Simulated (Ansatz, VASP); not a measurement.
## ZnO: VASP beside Ansatz

```xyz
4
Lattice="3.4443 0.0000 0.0000 -1.7222 2.9829 0.0000 0.0000 0.0000 4.6180" Properties=species:S:1:pos:R:3 pbc="T T T"
Zn    0.0000    1.9886    1.1545
Zn    1.7222    0.9943    3.4635
O     1.7222    0.9943    1.1545
O     0.0000    1.9886    3.4635
```

Alike in both runs: task single point; functional PBE; k mesh 9 × 9 × 4; no spin polarisation.

|  | VASP | Ansatz |
| --- | --- | --- |
| version | VASP 6.6.1 | Ansatz 0.2.0 |
| potentials or method | VASP PAW PBE potentials, release 64 (Zn, O) | plane waves, PAW |
| plane-wave cutoff (eV) | 520 | 420 |
| occupations | gaussian, width 0.01 eV | fixed |
| valence electrons in the cell | 36 | 36 |

```tsv
	VASP	Ansatz	Ansatz less VASP
gap on the k mesh at the Fermi level (eV)	0.93	0.95	+0.018
pressure (GPa)	0.9	0.0	-0.93
traceless stress, the component that is largest in VASP (GPa)	-0.49	0.01	+0.498
```
